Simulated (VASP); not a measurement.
# WS2 (R3m) in VASP: further runs

WS2 is run at these levels: PBEsol; tasks: single point.

Everything below comes from runs of VASP 6.6.1. Logs are shortened: lines on timing, memory, paths and dates and some standing lists are left out, and cuts for length are marked.

## Step 1: The cell of the first run

The structure is trigonal, space group R3m (No. 160). Conventional cell: a = 3.158 Å, b = 3.158 Å, c = 18.490 Å, α = 90.00°, β = 90.00°, γ = 120.00°. Within 3.2 Å of W (site symmetry 3m) lie 6 S at 2.39 to 2.55 Å and 6 W at 3.16 Å. Within 3.2 Å of S (site symmetry 3m) lie 3 W at 2.39 Å and 6 S at 3.16 Å. Within 3.4 Å of S (site symmetry 3m) lie 3 W at 2.55 Å and 10 S at 3.16 to 3.37 Å.

## Step 2: Single point, PBEsol (atom 3 (S) moved by (+0.000, -0.200) A along y and z)

Contents of INCAR:

```
ALGO     = Normal         # electronic algorithm
EDIFF    = 1E-7           # SCF threshold, eV
ENCUT    = 520            # plane-wave cutoff, eV
GGA      = PS             # functional
ISIF     = 2              # what is computed and relaxed
ISMEAR   = 0              # smearing method
LASPH    = True           # aspherical terms in the spheres
LCHARG   = False          # write CHGCAR
LREAL    = False          # projectors in reciprocal space
LWAVE    = False          # write WAVECAR
NBANDS   = 20             # bands
NELM     = 60             # most SCF steps
PREC     = Accurate       # precision mode
SIGMA    = 0.05           # smearing width, eV
```

Contents of KPOINTS:

```
k-points
0
Gamma
  12 12 12
```

Contents of POSCAR:

```
WS2
1.0
    1.5790003843      0.9116362969      6.1633300000
   -1.5790003843      0.9116362969      6.1633300000
    0.0000000000     -1.8232725938      6.1633300000
W S
1 2
Direct
    0.0000000000      0.0000000000      0.0000000000
    0.7503000000      0.7503000000      0.7503000000
    0.5701833365      0.5701833365      0.5701833365
```

Potentials or basis: VASP PAW PBE potentials, release 64 (W_sv, S).

The run is started by

```
$ cat potpaw_PBE.64/W_sv/POTCAR potpaw_PBE.64/S/POTCAR > POTCAR
$ mpirun -np 1 vasp_std > vasp.out
```

OUTCAR:

```text
EDIFF = 1E-7
   ENCUT = 520
   GGA = PS
   ISIF = 2
   ISMEAR = 0
   LASPH = True
   LREAL = False
   NELM = 60
   PREC = Accurate

 ion  position               nearest neighbor table
   1  0.000  0.000  0.000-   2 2.39   2 2.39   2 2.39   3 2.55   3 2.55   3 2.55
   2  0.750  0.750  0.750-   1 2.39   1 2.39   1 2.39
   3  0.570  0.570  0.570-   1 2.55   1 2.55   1 2.55

  LATTYP: Found a trigonal (rhomboedric) cell.
 ALAT       =     6.4273602389
 COS(alpha) =     0.8792939096

  Lattice vectors:

 A1 = (   1.5790003843,   0.9116362969,   6.1633300000)
 A2 = (  -1.5790003843,   0.9116362969,   6.1633300000)
 A3 = (   0.0000000000,  -1.8232725938,   6.1633300000)

Analysis of symmetry for initial positions (statically):
=====================================================================
 Subroutine PRICEL returns:
 Original cell was already a primitive cell.

 Routine SETGRP: Setting up the symmetry group for a
 trigonal (rhombohedral) supercell.

 Subroutine GETGRP returns: Found  6 space group operations
 (whereof  6 operations were pure point group operations)
 out of a pool of 12 trial point group operations.

The static configuration has the point symmetry C_3v.

Analysis of symmetry for dynamics (positions and initial velocities):
=====================================================================
 Subroutine PRICEL returns:
 Original cell was already a primitive cell.

 Routine SETGRP: Setting up the symmetry group for a
 trigonal (rhombohedral) supercell.

 Subroutine GETGRP returns: Found  6 space group operations
 (whereof  6 operations were pure point group operations)
 out of a pool of 12 trial point group operations.

The dynamic configuration has the point symmetry C_3v.

 Subroutine INISYM returns: Found  6 space group operations
 (whereof  6 operations are pure point group operations),
 and found     1 'primitive' translations

----------------------------------------------------------------------------------------

                                     Primitive cell

  volume of cell :      53.2317

  direct lattice vectors                    reciprocal lattice vectors
     1.579000384  0.911636297  6.163330000     0.316656034  0.182821447  0.054083318
    -1.579000384  0.911636297  6.163330000    -0.316656034  0.182821447  0.054083318
[... 77 lines left out ...]
 SYSTEM =  unknown system
   PREC   = accura    normal or accurate (medium, high low for compatibility)
   ISTART =      0    job   : 0-new  1-cont  2-samecut
   ICHARG =      2    charge: 1-file 2-atom 10-const
   ISPIN  =      1    spin polarized calculation?
   LNONCOLLINEAR =      F non collinear calculations
   LSORBIT =      F    spin-orbit coupling
   LASPH  =      T    aspherical Exc in radial PAW
   ENCUT  =  520.0 eV  38.22 Ry    6.18 a.u.  11.95 11.95 11.95*2*pi/ulx,y,z
   NELM   =     60;   NELMIN=  2; NELMDL= -5     # of ELM steps
   EDIFF  = 0.1E-06   stopping-criterion for ELM
   LREAL  =      F    real-space projection
   EDIFFG = 0.1E-05   stopping-criterion for IOM
   NSW    =      0    number of steps for IOM
   IBRION =     -1    ionic relax: 0-MD 1-quasi-New 2-CG
   NFREE  =      0    steps in history (QN), initial steepest desc. (CG)
   ISIF   =      2    stress and relaxation
   ISYM   =      2    0-nonsym 1-usesym 2-fastsym
   POTIM  = 0.5000    time-step for ionic-motion
   TEBEG  =    0.0;   TEEND  =   0.0 temperature during run
   PSTRESS=    0.0 pullay stress
   NELECT =      26.0000    total number of electrons
   NUPDOWN=      -1.0000    fix difference up-down
   EMIN   =  10.00;   EMAX   =-10.00  energy-range for DOS
   EFERMI =   0.00;   METHOD = LEGACY
   ISMEAR =     0;   SIGMA  =   0.05  broadening in eV -4-tet -1-fermi 0-gaus
   EFERMI_NEDOS =   21; number of points for ismear=-14 and -15
   IALGO  =     38    algorithm
   IMIX   =      4    mixing-type and parameters
     AMIX     =   0.40;   BMIX     =  1.00
     AMIX_MAG =   1.60;   BMIX_MAG =  1.00
  volume/ion in A,a.u.               =      17.74       119.74
  Fermi-wavevector in a.u.,A,eV,Ry     =   1.289266  2.436359 22.615688  1.662206
  Thomas-Fermi vector in A             =   2.421169
   LORBIT       =      0    0 simple, 1 ext, 2 COOP (PROOUT), +10 PAW based schemes
   GGA     = PS    functional components
   LHFCALC =     F    Hartree Fock is set to
   AEXX    =    0.0000 exact exchange contribution
   IVDW    =     0    specifies the selected vdW correction
   LEPSILON=     F    determine dielectric tensor
   LRPA    =     F    only Hartree local field effects (RPA)
 non-spin polarized calculation
 Gauss-broadening in eV      SIGMA  =   0.05
  energy-cutoff  :      520.00
  volume of cell :       53.23
 maximum number of plane-waves:      1450
   NGX = 23   NGY = 23   NGZ = 23

 number of electron      26.0000000 magnetization

 Free energy of the ion-electron system (eV)
  ---------------------------------------------------
  ext. energy  EPLUGINS =         0.00000000
  ---------------------------------------------------
  free energy    TOTEN  =       -24.89308188 eV

  energy without entropy =      -24.89308188  energy(sigma->0) =      -24.89308188

 E-fermi :   7.5888     XC(G=0): -11.2351

 val. band max:        7.2524632623   @ k =   0.5000   0.5000   0.5000
 cond. band min:       7.9502660734   @ k =  -0.1667   0.1667   0.0000
 fundamental gap:      0.6978028111
 Fermi energy:         7.5887965977

 k-point     1 :       0.0000    0.0000    0.0000
  band No.  band energies     occupation
      1     -67.2687      2.00000
      2     -31.5026      2.00000
      3     -31.2984      2.00000
      4     -31.2984      2.00000
      5      -7.9957      2.00000
      6      -6.1137      2.00000
[... 541 lines left out ...]
     19      15.3522      0.00000
     20      15.5691      0.00000

 [... further k-points ...]
[... 5 lines left out ...]
  --------------------------------------------------------------------------------------
  -------------------------------------------------------------------------------------
  Total       -1.7897887     -1.7897887     -5.1929228      0.0000000      0.0000000      0.0000000
  in kB      -53.8693627    -53.8693627   -156.2974636      0.0000000      0.0000000      0.0000000
  external PRESSURE =     -88.0120630 kB  Pullay stress =       0.0000000 kB

 VOLUME and BASIS-vectors are now :
 -----------------------------------------------------------------------------
  energy-cutoff  :      520.00
  volume of cell :       53.23
      direct lattice vectors                 reciprocal lattice vectors
     1.579000384  0.911636297  6.163330000     0.316656034  0.182821447  0.054083318
    -1.579000384  0.911636297  6.163330000    -0.316656034  0.182821447  0.054083318
     0.000000000 -1.823272594  6.163330000     0.000000000 -0.365642893  0.054083318

 POSITION                                       TOTAL-FORCE (eV/Angst)
 -----------------------------------------------------------------------------------
      0.00000      0.00000      0.00000         0.000000     -0.000000     -2.989253
      0.00000      0.00000     13.87304         0.000000      0.000000     -0.111477
      0.00000      0.00000     10.54268         0.000000     -0.000000      3.100730
 -----------------------------------------------------------------------------------
    total drift:                                0.000000      0.000000      0.000064

  FREE ENERGIE OF THE ION-ELECTRON SYSTEM (eV)
  ---------------------------------------------------
  free  energy   TOTEN  =       -24.8930818817 eV

  energy  without entropy=      -24.8930818817  energy(sigma->0) =      -24.89308188
```

OSZICAR:

```text
N       E                     dE             d eps       ncg     rms          rms(c)
DAV:   1     0.193986325399E+03    0.19399E+03   -0.13034E+04  7560   0.130E+03
DAV:   2    -0.161136865551E+02   -0.21010E+03   -0.20318E+03  8864   0.341E+02
DAV:   3    -0.261276765475E+02   -0.10014E+02   -0.98961E+01  9388   0.698E+01
DAV:   4    -0.262706283627E+02   -0.14295E+00   -0.14285E+00  9024   0.904E+00
DAV:   5    -0.262729233802E+02   -0.22950E-02   -0.22949E-02  9340   0.121E+00    0.247E+01
DAV:   6    -0.251767535301E+02    0.10962E+01   -0.75149E+00  8356   0.172E+01    0.100E+01
DAV:   7    -0.249991197634E+02    0.17763E+00   -0.27759E+00  8032   0.823E+00    0.552E+00
DAV:   8    -0.248942735683E+02    0.10485E+00   -0.53613E-01  8580   0.435E+00    0.143E+00
DAV:   9    -0.248938138926E+02    0.45968E-03   -0.21507E-02  9308   0.935E-01    0.570E-01
DAV:  10    -0.248930609735E+02    0.75292E-03   -0.51790E-03  8628   0.510E-01    0.129E-01
DAV:  11    -0.248930882420E+02   -0.27268E-04   -0.51877E-04  8496   0.147E-01    0.969E-02
DAV:  12    -0.248930764301E+02    0.11812E-04   -0.42683E-05  8948   0.384E-02    0.364E-02
DAV:  13    -0.248930822107E+02   -0.57806E-05   -0.80150E-06  8484   0.200E-02    0.888E-03
DAV:  14    -0.248930818780E+02    0.33272E-06   -0.28494E-06  9276   0.856E-03    0.222E-03
DAV:  15    -0.248930818817E+02   -0.36957E-08   -0.26010E-07  7956   0.335E-03
   1 F= -.24893082E+02 E0= -.24893082E+02  d E =-.367028E-24
```

stdout:

```text
POSCAR found type information on POSCAR W S
 POSCAR found :  2 types and       3 ions
 scaLAPACK will be used
 -----------------------------------------------------------------------------
|                                                                             |
|                                                                             |
|     You enforced a specific xc type in the INCAR file but a different       |
|     I HOPE YOU KNOW WHAT YOU ARE DOING!                                     |
|                                                                             |
 -----------------------------------------------------------------------------

 LDA part: xc-table for (Slater+PW92), standard interpolation
 POSCAR, INCAR and KPOINTS ok, starting setup
 FFT: planning ... GRIDC
 FFT: planning ... GRID_SOFT
 FFT: planning ... GRID
 WAVECAR not read
 entering main loop
```

Run time: 7.8 min. Hardware: 1 thread of Intel Xeon 6975P-C, shared host; peak memory 0.44 GiB.

What came out:

```yaml
Free_energy: -24.8931 eV
Pressure: -8.8 GPa
Largest_force: 3.101 eV/Å
Band_gap_on_the_k_mesh: 0.70 eV, indirect (least direct gap 1.93 eV)
```

Forces on the atoms (eV/Å):
```
W    0.000  0.000 -2.989
S    0.000  0.000 -0.111
S    0.000  0.000  3.101
```

Caveat: the cell differs from its parent crystal (atom 3 (S) moved by (+0.000, -0.200) A along y and z); the PAW data sets were made with another functional, which shifts forces and pressure a little; spin-orbit coupling is left out, which moves the levels of the heavy elements. A k mesh can miss the band edges.

## Step 3: Single point, PBEsol (atom 3 (S) moved by (+0.000, +0.200) A along y and z)

Contents of INCAR:

```
SYSTEM = WS2
ALGO     = Normal         ! electronic algorithm
EDIFF    = 1E-6           ! SCF threshold, eV
ENCUT    = 520            ! plane-wave cutoff, eV
GGA      = PS             ! functional
ISIF     = 2              ! what is computed and relaxed
ISMEAR   = 0              ! smearing method
LASPH    = .TRUE.         ! aspherical terms in the spheres
LCHARG   = .TRUE.         ! write CHGCAR
LELF     = .TRUE.         ! ELF
LREAL    = .FALSE.        ! projectors in reciprocal space
LVHAR    = .TRUE.       
LWAVE    = .FALSE.        ! write WAVECAR
NBANDS   = 20             ! bands
NELM     = 100            ! most SCF steps
PREC     = Accurate       ! precision mode
SIGMA    = 0.05           ! smearing width, eV
```

Contents of KPOINTS:

```
k-points
0
G
  12 12 12
  0 0 0
```

Changes to POSCAR since step 2:

```diff
@@ -10,2 +10,2 @@
     0.7503000000      0.7503000000      0.7503000000
-    0.5701833365      0.5701833365      0.5701833365
+    0.5918166635      0.5918166635      0.5918166635
```

Potentials or basis: VASP PAW PBE potentials, release 64 (W_sv, S).

The run is started by

```
$ cat potpaw_PBE.64/W_sv/POTCAR potpaw_PBE.64/S/POTCAR > POTCAR
$ mpirun -np 1 vasp_std > vasp.out
```

It took 7.1 min on 1 thread of Intel Xeon 6975P-C, shared host; peak memory 0.44 GiB.

The run converged. Its results:

- Free energy: -24.9263 eV
- Pressure: 12.2 GPa
- Largest force: 3.985 eV/Å
- Band gap on the k mesh: 0.37 eV, indirect (least direct gap 1.61 eV)

Forces on the atoms (eV/Å):
```
W    0.000  0.000  3.214
S    0.000  0.000  0.771
S    0.000  0.000 -3.985
```

Stress tensor (GPa, compression positive):
```
 8.15  0.00  0.00
 0.00  8.15  0.00
 0.00  0.00 20.24
```

Levels at points of the mesh, in eV from the valence-band top:
| k point | band 11 | band 12 | band 13 | band 14 | band 15 | band 16 |
| --- | --- | --- | --- | --- | --- | --- |
| (0.00, 0.00, 0.00) | -3.06 | -2.07 | -0.95 | 1.75 | 1.75 | 2.60 |
| (0.50, 0.00, 0.00) | -2.77 | -2.53 | -2.05 | 1.73 | 2.21 | 3.16 |
| (0.50, 0.50, 0.00) | -3.24 | -2.64 | -1.97 | 1.69 | 2.30 | 2.91 |
| (0.50, 0.50, 0.50) | -3.04 | -3.04 | 0.00 | 1.74 | 1.74 | 2.58 |

Caveat: the cell differs from its parent crystal (atom 3 (S) moved by (+0.000, +0.200) A along y and z); the PAW data sets were made with another functional, which shifts forces and pressure a little; spin-orbit coupling is left out, which moves the levels of the heavy elements. A k mesh can miss the band edges.
